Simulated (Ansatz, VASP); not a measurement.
**Sr: VASP beside Ansatz**

The input POSCAR:

```
Sr
1.0
   -2.4147147952      2.4147147952      2.4147147952
    2.4147147952     -2.4147147952      2.4147147952
    2.4147147952      2.4147147952     -2.4147147952
Sr
1
Direct
    0.0000000000      0.0000000000      0.0000000000
```

INCAR.step1

```
SYSTEM = Sr
PREC = Accurate
ENCUT = 520
ISMEAR = -1
SIGMA = 0.1
LREAL = .False.
LASPH = .True.
NELM = 60
NBANDS = 11
GGA = PE
ALGO = Normal
EDIFF = 1E-4
LWAVE = .True.
LCHARG = .False.
```

File INCAR.step2:

```
SYSTEM = Sr
PREC = Accurate
ENCUT = 520
EDIFF = 1E-7
ISMEAR = -1
SIGMA = 0.1
LREAL = .False.
LASPH = .True.
NELM = 60
ALGO = Normal
ISIF = 2
LWAVE = .False.
LCHARG = .False.
METAGGA = R2SCAN
LMIXTAU = .True.
NBANDS = 11
ISTART = 1
```

File KPOINTS:

```
regular mesh
0
Gamma
  10 10 10
  0 0 0
```

Input for Ansatz:

```yaml
crystal:
  lattice:
    - [-2.4147147952, 2.4147147952, 2.4147147952]
    - [2.4147147952, -2.4147147952, 2.4147147952]
    - [2.4147147952, 2.4147147952, -2.4147147952]
  atoms:
    - { symbol: Sr, position: [0.0, 0.0, 0.0] }
hamiltonian:
  xc: r2scan
  pseudopotentials:
    kind: paw
    azcp:
      Sr: "pseudopotentials/Sr.paw.azcp"
basis:
  ecutwfc: 500
  fft_grid_basis: typed
kpoints:
  mp_grid: { grid: [10, 10, 10], shift: [0, 0, 0] }
magnetization:
  spin_polarized: false
scf:
  occupations: { method: fermi_dirac, width: 0.1 }
  lower_state_search: "off"
output:
  stress: true
```

Alike in both runs: task single point; functional r2SCAN; k mesh 10 × 10 × 10; occupations fermi-dirac, width 0.1 eV; no spin polarisation.

|  | VASP | Ansatz |
| --- | --- | --- |
| version | VASP 6.6.1 | Ansatz 0.2.0 |
| potentials or method | VASP PAW PBE potentials, release 64 (Sr_sv), cutoff 520 eV | plane waves (500 eV) with PAW, scalar-relativistic |
| valence electrons in the cell | 10 | 10 |

|  | VASP | Ansatz | Ansatz less VASP |
| --- | --- | --- | --- |
| pressure (GPa) | 0.0 | 0.0 | -0.01 |

VASP's potentials were made for PBE, not for r2SCAN. The functional is the same, so the differences come from potentials, cutoffs and numerics.
